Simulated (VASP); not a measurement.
Set up this calculation in VASP 6.6.1, as the native input.

- Task: single point
- Functional: LDA
- Potentials or basis: VASP PAW LDA potentials, release 64 (Ga_d, N)
- Cutoff: 520 eV
- k mesh: 12 × 12 × 6
- Occupations: gaussian, width 0.01 eV
- Spin: no spin polarisation
- Dipole correction: no
- Further INCAR settings: ALGO = Normal; EDIFF = 1e-07; NBANDS = 26

The structure of GaN lies in POSCAR:

```
GaN
1.0
    3.1831500546      0.0000000000      0.0000000000
   -1.5915750273      2.7566888113      0.0000000000
    0.0000000000      0.0000000000      5.1836268250
Ga N
2 2
Direct
    0.3333333333      0.6666666667     -0.0008868441
    0.6666666667      0.3333333333      0.4991131559
    0.3333333333      0.6666666667      0.3758868441
    0.6666666667      0.3333333333      0.8758868441
```

The input as run:

INCAR

```
SYSTEM = GaN
  PREC = Accurate
  ENCUT = 520
  EDIFF = 1E-7
  ISMEAR = 0
  SIGMA = 0.01
  LREAL = .False.
  LASPH = .True.
  NELM = 60
  ALGO = Normal
  ISIF = 2
  LWAVE = .False.
  LCHARG = .False.
  NBANDS = 26
```

KPOINTS

```
Automatic mesh
0
Gamma
  12 12 6
  0 0 0
```

Potentials or basis: VASP PAW LDA potentials, release 64 (Ga_d, N).

Launch:

```bash
$ cat potpaw_LDA.64/Ga_d/POTCAR potpaw_LDA.64/N/POTCAR > POTCAR
$ mpirun -np 1 vasp_std > vasp.out
```

Results of the run:

```
Pressure               : -4.4 GPa
Largest force          : 0.007 eV/Å
Band gap on the k mesh : 1.96 eV, direct
```

It took 73 s on 1 thread of Intel(R) Xeon(R) Platinum 8488C (Sapphire Rapids) (shared host), peak memory 0.18 GiB.
